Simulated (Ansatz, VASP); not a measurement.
## HfC: VASP beside Ansatz

The input INCAR:

```
PREC = Accurate ; ENCUT = 520
EDIFF = 1E-6 ; ISMEAR = -1
SIGMA = 0.05 ; LREAL = False
LASPH = True ; NELM = 60
ALGO = Normal ; ISIF = 2
LWAVE = False ; LCHARG = False
GGA = PS ; NBANDS = 22
```

The input KPOINTS:

```
Automatic mesh
0
Gamma
  8 8 5
```

Contents of POSCAR:

```
HfC
1.0
    3.3094373926      0.0000000000      0.0000000000
   -1.6547186962      2.8660568542      0.0000000000
    0.0000000000      0.0000000000      5.2027140000
Hf C
2 2
Direct
    0.3333333333      0.6666666667      0.2500000000
    0.6666666667      0.3333333333      0.7500000000
    0.0000000000      0.0000000000      0.5000000000
    0.0000000000      0.0000000000      0.0000000000
```

Contents of input.yaml:

```yaml
crystal:
  lattice:
    - [3.3094373926, 0.0, 0.0]
    - [-1.6547186962, 2.8660568542, 0.0]
    - [0.0, 0.0, 5.202714]
  atoms:
    - { symbol: Hf, position: [0.3333333333, 0.6666666667, 0.25] }
    - { symbol: Hf, position: [0.6666666667, 0.3333333333, 0.75] }
    - { symbol: C, position: [0.0, 0.0, 0.5] }
    - { symbol: C, position: [0.0, 0.0, 0.0] }
hamiltonian:
  xc: pbesol
  pseudopotentials: { kind: paw }
kpoints:
  mp_grid: { grid: [8, 8, 5] }
scf:
  occupations: { method: fermi_dirac, width: 0.05 }
output:
  forces: true
  stress: true
  eigenvalues: true
```

Alike in both runs: task single point; functional PBEsol; k mesh 8 × 8 × 5; occupations fermi-dirac, width 0.05 eV; no spin polarisation.

```csv
,VASP,Ansatz
version,VASP 6.6.1,Ansatz 0.2.0
potentials or method,"VASP PAW PBE potentials, release 64 (Hf_pv, C)",Ansatz PAW
plane-wave cutoff (eV),520,420
valence electrons in the cell,28,60
```

VASP gave:

```
gap on the k mesh at the Fermi level (eV)                     : none
pressure (GPa)                                                : -3.2
traceless stress, the component that is largest in VASP (GPa) : 1.07
```

Estimate Ansatz's values.

gap on the k mesh at the Fermi level (eV): none; pressure (GPa): -2.7; traceless stress, the component that is largest in VASP (GPa): 1.04.

VASP's potentials were made for PBE, not for PBEsol. A gap of «none» marks a metal or a gap that the smearing closes. VASP's potentials hold 28 valence electrons a cell and Ansatz's 60, so a difference there can come from the potentials and not from the codes.

Spin-orbit coupling is off throughout.
